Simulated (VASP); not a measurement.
Set up this calculation in VASP 6.6.1, as the native input.

```
Task                   : single point
Functional             : PBE
Potentials or basis    : VASP PAW PBE potentials, release 64 (Sn_d, Se)
Cutoff                 : 520 eV
k mesh                 : 6 × 6 × 4
Occupations            : fermi-dirac, width 0.05 eV
Spin                   : no spin polarisation
Dipole correction      : no
Further INCAR settings : ALGO = Normal; EDIFF = 1e-06; NBANDS = 20
```

The structure of SnSe2 lies in POSCAR:

```
SnSe2
1.0
    3.8110000000      0.0000000000      0.0000000000
   -1.9055000000      3.3004228100      0.0000000000
    0.0000000000      0.0000000000      6.1360000000
Sn Se
1 2
Direct
    0.0000000000      0.0000000000      0.0000000000
    0.3333333333      0.6666666667      0.2490000000
    0.6666666667      0.3333333333      0.7510000000
```

The input as run:

INCAR

```
SYSTEM = SnSe2
ALGO = Normal
EDIFF = 1E-6
ENCUT = 520
GGA = PE
ISIF = 2
ISMEAR = -1
LASPH = .True.
LCHARG = .True.
LELF = .True.
LREAL = .False.
LVHAR = .True.
LWAVE = .False.
NBANDS = 20
NELM = 100
PREC = Accurate
SIGMA = 0.05
```

KPOINTS

```
k-points
0
Gamma
  6 6 4
  0 0 0
```

Potentials or basis: VASP PAW PBE potentials, release 64 (Sn_d, Se).

Command:

```console
$ cat potpaw_PBE.64/Sn_d/POTCAR potpaw_PBE.64/Se/POTCAR > POTCAR
$ mpirun -np 1 vasp_std > vasp.out
```

Results of the run:

| Quantity | Value |
| --- | --- |
| Pressure | 5.7 GPa |
| Largest force | 0.796 eV/Å |
| Band gap on the k mesh | 0.82 eV, indirect (least direct gap 1.09 eV) |

Caveat: spin-orbit coupling is left out, which moves the levels of the heavy elements; this functional lacks dispersion, which binds the layers, so the pressure and a relaxed spacing across them are unreliable.

Wall time 27 s on 1 thread of Intel(R) Xeon(R) Platinum 8259CL CPU @ 2.50GHz (Skylake/Cascade Lake) (shared host), peak memory 0.2 GiB.
